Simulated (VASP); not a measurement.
# BeB (P-6m2) in VASP: notebook, part 2 of 2

VASP 6.6.1.

## Step 4: Single point, PBE

The input, INCAR:

```
SYSTEM = BeB
PREC = Accurate
ENCUT = 520
EDIFF = 1E-6
ISMEAR = 0
SIGMA = 0.1
LREAL = .FALSE.
LASPH = .TRUE.
NELM = 80
ALGO = Normal
ISIF = 2
LWAVE = .FALSE.
LCHARG = .FALSE.
GGA = PE
NBANDS = 16
```

The input, KPOINTS:

```
Automatic mesh
0
G
  18 18 4
  0 0 0
```

The input, POSCAR:

```
BeB
1.0
    2.2735895495      0.0000000000      0.0000000000
   -1.1367947747      1.9689863076      0.0000000000
    0.0000000000      0.0000000000      9.4693127345
Be B
3 3
Direct
    0.0000000000      0.0000000000      0.6657811202
    0.0000000000      0.0000000000      0.0000000000
    0.0000000000      0.0000000000      0.3342188798
    0.3333333333      0.6666666667      0.8340436443
    0.3333333333      0.6666666667      0.1659563557
    0.6666666667      0.3333333333      0.5000000000
```

Potentials or basis: VASP PAW PBE potentials, release 64 (Be, B).

Run with:

```console
> cat potpaw_PBE.64/Be/POTCAR potpaw_PBE.64/B/POTCAR > POTCAR
> mpirun -np 1 vasp_std > vasp.out
```

OUTCAR:

```text
SYSTEM = BeB
   PREC = Accurate
   ENCUT = 520
   EDIFF = 1E-6
   ISMEAR = 0
   LREAL = .FALSE.
   LASPH = .TRUE.
   NELM = 80
   ISIF = 2
   GGA = PE

 ion  position               nearest neighbor table
   1  0.000  0.000  0.666-   6 2.05   6 2.05   6 2.05   4 2.06   4 2.06   4 2.06
   2  0.000  0.000  0.000-   4 2.05   5 2.05   4 2.05   5 2.05   4 2.05   5 2.05
   3  0.000  0.000  0.334-   6 2.05   6 2.05   6 2.05   5 2.06   5 2.06   5 2.06
   4  0.333  0.667  0.834-   2 2.05   2 2.05   2 2.05   1 2.06   1 2.06   1 2.06
   5  0.333  0.667  0.166-   2 2.05   2 2.05   2 2.05   3 2.06   3 2.06   3 2.06
   6  0.667  0.333  0.500-   1 2.05   3 2.05   1 2.05   3 2.05   1 2.05   3 2.05

  LATTYP: Found a hexagonal cell.
 ALAT       =     2.2735895495
 C/A-ratio  =     4.1649174261

  Lattice vectors:

 A1 = (   2.2735895495,   0.0000000000,   0.0000000000)
 A2 = (  -1.1367947747,   1.9689863076,   0.0000000000)
 A3 = (   0.0000000000,   0.0000000000,   9.4693127345)

Analysis of symmetry for initial positions (statically):
=====================================================================
 Subroutine PRICEL returns:
[... 180 lines left out ...]
 E-fermi :   7.8827     XC(G=0): -11.5868

 val. band max:        7.8423946299   @ k =   0.2778   0.1111   0.5000
 cond. band min:       7.8877959615   @ k =   0.3333   0.2222   0.0000
 fundamental gap:      0.0454013316
 Fermi energy:         7.8827442769

 k-point     1 :       0.0000    0.0000    0.0000
  band No.  band energies     occupation
      1      -6.7047      2.00000
      2      -5.6402      2.00000
      3      -5.6372      2.00000
      4      -1.0195      2.00000
      5      -0.9161      2.00000
      6       2.8913      2.00000
[... 433 lines left out ...]
      3       0.5723      2.00000
      4       2.8254      2.00000
      5       3.2805      2.00000
      6       3.2887      2.00000
[... 8 lines left out ...]
     15      14.6271      0.00000
     16      15.0092      0.00000

 [... further k-points ...]
[... 5 lines left out ...]
  --------------------------------------------------------------------------------------
  -------------------------------------------------------------------------------------
  Total        0.0242061      0.0242061      0.0579353      0.0000000     -0.0000000     -0.0000000
  in kB        0.9148754      0.9148754      2.1896796      0.0000000     -0.0000000     -0.0000000
  external PRESSURE =       1.3398101 kB  Pullay stress =       0.0000000 kB

 VOLUME and BASIS-vectors are now :
 -----------------------------------------------------------------------------
  energy-cutoff  :      520.00
  volume of cell :       42.39
      direct lattice vectors                 reciprocal lattice vectors
     2.273589550  0.000000000  0.000000000     0.439833127  0.253937774  0.000000000
    -1.136794775  1.968986308  0.000000000     0.000000000  0.507875548  0.000000000
     0.000000000  0.000000000  9.469312735     0.000000000  0.000000000  0.105604285

 POSITION                                       TOTAL-FORCE (eV/Angst)
 -----------------------------------------------------------------------------------
      0.00000      0.00000      6.30449         0.000000      0.000000      0.006454
      0.00000      0.00000      0.00000         0.000000      0.000000      0.000000
      0.00000      0.00000      3.16482         0.000000      0.000000     -0.006454
     -0.00000      1.31266      7.89782        -0.000000     -0.000000     -0.001034
     -0.00000      1.31266      1.57149        -0.000000     -0.000000      0.001034
      1.13679      0.65633      4.73466        -0.000000      0.000000      0.000000
 -----------------------------------------------------------------------------------
    total drift:                                0.000000     -0.000000     -0.000000

  FREE ENERGIE OF THE ION-ELECTRON SYSTEM (eV)
  ---------------------------------------------------
  free  energy   TOTEN  =       -27.5713301013 eV

  energy  without entropy=      -27.5635657339  energy(sigma->0) =      -27.56744792
```

OSZICAR:

```text
N       E                     dE             d eps       ncg     rms          rms(c)
DAV:   1     0.143527412754E+02    0.14353E+02   -0.62770E+03  3552   0.803E+02
DAV:   2    -0.264127792842E+02   -0.40766E+02   -0.37342E+02  4840   0.152E+02
DAV:   3    -0.277892386504E+02   -0.13765E+01   -0.13372E+01  4976   0.244E+01
DAV:   4    -0.278002104951E+02   -0.10972E-01   -0.10955E-01  4408   0.224E+00
DAV:   5    -0.278003297688E+02   -0.11927E-03   -0.11927E-03  5032   0.195E-01    0.356E+00
DAV:   6    -0.276417832278E+02    0.15855E+00   -0.23367E-01  4960   0.324E+00    0.213E+00
DAV:   7    -0.275958580397E+02    0.45925E-01   -0.12426E-01  4896   0.225E+00    0.133E+00
DAV:   8    -0.275713011121E+02    0.24557E-01   -0.50390E-02  4872   0.150E+00    0.111E-01
DAV:   9    -0.275714040969E+02   -0.10298E-03   -0.54192E-03  4344   0.468E-01    0.592E-02
DAV:  10    -0.275713422750E+02    0.61822E-04   -0.12355E-04  4768   0.745E-02    0.305E-02
DAV:  11    -0.275713310705E+02    0.11204E-04   -0.29771E-05  4768   0.349E-02    0.706E-03
DAV:  12    -0.275713301013E+02    0.96923E-06   -0.38143E-06  4480   0.124E-02
   1 F= -.27571330E+02 E0= -.27567448E+02  d E =-.776437E-02
```

stdout:

```text
POSCAR found type information on POSCAR BeB
 POSCAR found :  2 types and       6 ions
 scaLAPACK will be used
 LDA part: xc-table for (Slater+PW92), standard interpolation
 POSCAR, INCAR and KPOINTS ok, starting setup
 FFT: planning ... GRIDC
 FFT: planning ... GRID_SOFT
 FFT: planning ... GRID
 WAVECAR not read
 entering main loop
```

Run time: 58 s. Hardware: 1 thread of Intel Xeon Platinum 8259CL at 2.50GHz (Skylake/Cascade Lake), shared host; peak memory 0.19 GiB.

Results:

```yaml
Free_energy: -27.5713 eV
Pressure: 0.1 GPa
Largest_force: 0.006 eV/Å
```

Forces on the atoms (eV/Å):
```
Be   0.000  0.000  0.006
Be   0.000  0.000  0.000
Be   0.000  0.000 -0.006
B    0.000  0.000 -0.001
B    0.000  0.000  0.001
B    0.000  0.000  0.000
```

Stress tensor (GPa, compression positive):
```
0.09 0.00 0.00
0.00 0.09 0.00
0.00 0.00 0.22
```

Levels at points of the mesh, in eV from the Fermi level:
| k point | band 3 | band 4 | band 5 | band 6 | band 7 | band 8 | band 9 | band 10 | band 11 | band 12 |
| --- | --- | --- | --- | --- | --- | --- | --- | --- | --- | --- |
| (0.00, 0.00, 0.00) | -13.52 | -8.90 | -8.80 | -4.99 | 1.73 | 8.32 | 8.38 | 10.24 | 10.24 | 10.62 |
| (0.50, 0.00, 0.00) | -6.60 | -6.31 | -5.77 | -5.61 | -1.98 | -1.96 | 0.44 | 1.90 | 4.29 | 5.17 |
| (0.00, 0.00, 0.50) | -12.88 | -10.08 | -6.59 | -6.47 | 3.88 | 4.05 | 10.25 | 10.25 | 10.58 | 10.58 |
| (0.50, 0.00, 0.50) | -6.52 | -6.39 | -5.82 | -4.93 | -3.48 | -0.48 | 0.25 | 2.35 | 3.77 | 4.11 |

## Step 5: Relaxation of cell and atoms, PBE

This run uses another cell than the first one, of 7.78 Å³/atom, 1.102 times its volume.

The input, INCAR:

```
SYSTEM = BeB
  ALGO = Normal
  EDIFF = 1E-7
  EDIFFG = -0.04
  ENCUT = 600
  GGA = PE
  IBRION = 2
  ISIF = 3
  ISMEAR = 0
  LASPH = .True.
  LCHARG = .False.
  LREAL = .False.
  LWAVE = .False.
  NELM = 80
  NSW = 90
  PREC = Accurate
  SIGMA = 0.1
```

The input, KPOINTS:

```
k-points
0
Gamma
  12 12 2
  0 0 0
```

The input, POSCAR:

```
BeB
1.0
    2.3871950800      0.0000000000      0.0000000000
   -1.1935975400      2.0673715800      0.0000000000
    0.0000000000      0.0000000000      9.4534336700
Be B
3 3
Direct
    0.0000000000      0.0000000000      0.6666666700
    0.0000000000      0.0000000000      0.0000000000
    0.0000000000      0.0000000000      0.3333333300
    0.3333333300      0.6666666700      0.8333333300
    0.3333333300      0.6666666700      0.1666666700
    0.6666666700      0.3333333300      0.5000000000
```

Potentials or basis: VASP PAW PBE potentials, release 64 (Be, B).

Run with:

```console
> cat potpaw_PBE.64/Be/POTCAR potpaw_PBE.64/B/POTCAR > POTCAR
> mpirun -np 1 vasp_std > vasp.out
```

OUTCAR:

```text
SYSTEM = BeB
   EDIFF = 1E-7
   EDIFFG = -0.04
   ENCUT = 600
   GGA = PE
   IBRION = 2
   ISIF = 3
   ISMEAR = 0
   LASPH = .True.
   LREAL = .False.
   NELM = 80
   NSW = 90
   PREC = Accurate

 ion  position               nearest neighbor table
   1  0.000  0.000  0.667-   4 2.09   4 2.09   4 2.09   6 2.09   6 2.09   6 2.09
   2  0.000  0.000  0.000-   4 2.09   5 2.09   4 2.09   5 2.09   4 2.09   5 2.09
   3  0.000  0.000  0.333-   5 2.09   5 2.09   5 2.09   6 2.09   6 2.09   6 2.09
   4  0.333  0.667  0.833-   1 2.09   1 2.09   1 2.09   2 2.09   2 2.09   2 2.09
   5  0.333  0.667  0.167-   3 2.09   3 2.09   3 2.09   2 2.09   2 2.09   2 2.09
   6  0.667  0.333  0.500-   1 2.09   3 2.09   1 2.09   3 2.09   1 2.09   3 2.09

  LATTYP: Found a hexagonal cell.
 ALAT       =     2.3871950800
 C/A-ratio  =     3.9600591293

  Lattice vectors:

 A1 = (   2.3871950800,   0.0000000000,   0.0000000000)
 A2 = (  -1.1935975400,   2.0673715800,   0.0000000000)
[... 401 lines left out ...]
 Fermi energy:         7.8724760227

 k-point     1 :       0.0000    0.0000    0.0000
  band No.  band energies     occupation
      1      -6.7060      2.00000
      2      -5.6539      2.00000
      3      -5.6419      2.00000
      4      -1.0461      2.00000
      5      -0.9346      2.00000
      6       2.8422      2.00000
      7       9.5213      0.00000
      8      16.0730      0.00000
      9      16.1484      0.00000
     10      18.2157      0.00000
     11      18.2157      0.00000
[... 309 lines left out ...]
 k-point    24 :       0.3333    0.0000    0.5000
  band No.  band energies     occupation
      1      -3.1523      2.00000
      2      -2.9265      2.00000
      3      -1.5336      2.00000
      4       0.7837      2.00000
      5       4.3354      2.00000
      6       4.3574      2.00000
      7       7.6690      1.99598
      8       7.8267      1.48255
      9       9.1268      0.00000
     10      12.7975      0.00000
     11      14.1982      0.00000

 [... further k-points ...]
[... 5 lines left out ...]
  --------------------------------------------------------------------------------------
  -------------------------------------------------------------------------------------
  Total        0.0023031      0.0023031     -0.0056995      0.0000000     -0.0000000      0.0000000
  in kB        0.0871525      0.0871525     -0.2156791      0.0000000     -0.0000000      0.0000000
  external PRESSURE =      -0.0137913 kB  Pullay stress =       0.0000000 kB
[... 21 lines left out ...]
  FREE ENERGIE OF THE ION-ELECTRON SYSTEM (eV)
  ---------------------------------------------------
  free  energy   TOTEN  =       -27.5971180063 eV

  energy  without entropy=      -27.5897172804  energy(sigma->0) =      -27.59341764

 reached required accuracy - stopping structural energy minimisation
```

CONTCAR:

```text
BeB
   1.00000000000000
     2.2689749113949267   -0.0000000000000000    0.0000000000000000
    -1.1344874556974633    1.9649899112031739   -0.0000000000000000
     0.0000000000000000   -0.0000000000000000    9.4962317579604996
  Be              B
     3     3
Direct
     0.0000000000000000    0.0000000000000000    0.6655797710887521
     0.0000000000000000    0.0000000000000000    0.0000000000000000
     0.0000000000000000    0.0000000000000000    0.3344202289112479
     0.3333333300000021    0.6666666699999979    0.8339657880576985
     0.3333333300000021    0.6666666699999979    0.1660342119423015
     0.6666666699999979    0.3333333300000021    0.5000000000000000

  0.00000000E+00  0.00000000E+00  0.00000000E+00
  0.00000000E+00  0.00000000E+00  0.00000000E+00
  0.00000000E+00  0.00000000E+00  0.00000000E+00
  0.00000000E+00  0.00000000E+00  0.00000000E+00
  0.00000000E+00  0.00000000E+00  0.00000000E+00
  0.00000000E+00  0.00000000E+00  0.00000000E+00
```

Wall time 88 s (1 thread of Intel Xeon Platinum 8259CL at 2.50GHz (Skylake/Cascade Lake), shared host); peak memory 0.18 GiB.

Results:

```yaml
Free_energy: -27.5971 eV
Relaxed_volume: 7.06 Å³/atom
Relaxed_cell: a = 2.269 Å, b = 2.269 Å, c = 9.496 Å, α = 90.00°, β = 90.00°, γ = 120.00°
Space_group_after_relaxing_to_0.05_Å: P-6m2 (No. 187)
Energy_gained_by_relaxing: 39.0 meV/atom
Ionic_steps: 6
Pressure_after_relaxing: 0.0 GPa
Largest_force_after_relaxing: 0.022 eV/Å
```

Forces on the atoms (eV/Å):
```
Be   0.000  0.000 -0.014
Be   0.000  0.000  0.000
Be   0.000  0.000  0.014
B    0.000  0.000 -0.022
B    0.000  0.000  0.022
B    0.000  0.000  0.000
```

Step by step:
```
step  energy change (eV)  largest force (eV/Å)  pressure (GPa)  volume (Å³)
   1              0.0000                0.1879          -10.88        46.65
   2             -0.2098                0.0749           -1.86        43.17
   3             -0.2244                0.0712            1.67        42.10
   4             -0.2334                0.0692           -0.22        42.36
   5             -0.2339                0.0685            0.09        42.31
   6             -0.2342                0.0216            0.00        42.34
```

Final structure:
```yaml
crystal:
  lattice:
    - [2.26897, 0.00000, 0.00000]
    - [-1.13449, 1.96499, 0.00000]
    - [0.00000, 0.00000, 9.49623]
  atoms:
    - { symbol: Be, position: [0.00000, 0.00000, 0.66558] }
    - { symbol: Be, position: [0.00000, 0.00000, 0.00000] }
    - { symbol: Be, position: [0.00000, 0.00000, 0.33442] }
    - { symbol: B, position: [0.33333, 0.66667, 0.83397] }
    - { symbol: B, position: [0.33333, 0.66667, 0.16603] }
    - { symbol: B, position: [0.66667, 0.33333, 0.50000] }
```

Caveat: the bands computed are all filled at some k points, so no gap is given.

## Step 6: Overview

```tsv
task	cell	k mesh	cutoff (eV)	gap on the mesh (eV)	pressure (GPa)	largest force (eV/Å)
single point	a = 2.270, b = 2.270, c = 9.494 Å, angles 90.0, 90.0, 120.0°, 6 atoms	12 × 12 × 2	520	none	0.0	0.01
single point	a = 2.387, b = 2.387, c = 9.453 Å, angles 90.0, 90.0, 120.0°, 6 atoms	12 × 12 × 2	520	none	-10.9	0.19
single point	a = 2.274, b = 2.274, c = 9.469 Å, angles 90.0, 90.0, 120.0°, 6 atoms	18 × 18 × 4	520	none	0.1	0.01
relaxation of cell and atoms	relaxed from a = 2.387, b = 2.387, c = 9.453 Å, angles 90.0, 90.0, 120.0°, 6 atoms	12 × 12 × 2	600	-	0.0	0.02
```

Alike in all rows: level PBE; potentials or basis VASP PAW PBE potentials, release 64 (Be, B); no spin polarisation; smearing gaussian 0.1 eV.

Caveats: the bands computed are all filled at some k points, so no gap is given (some runs).

Absolute energies hang on the potentials; compare differences alone.
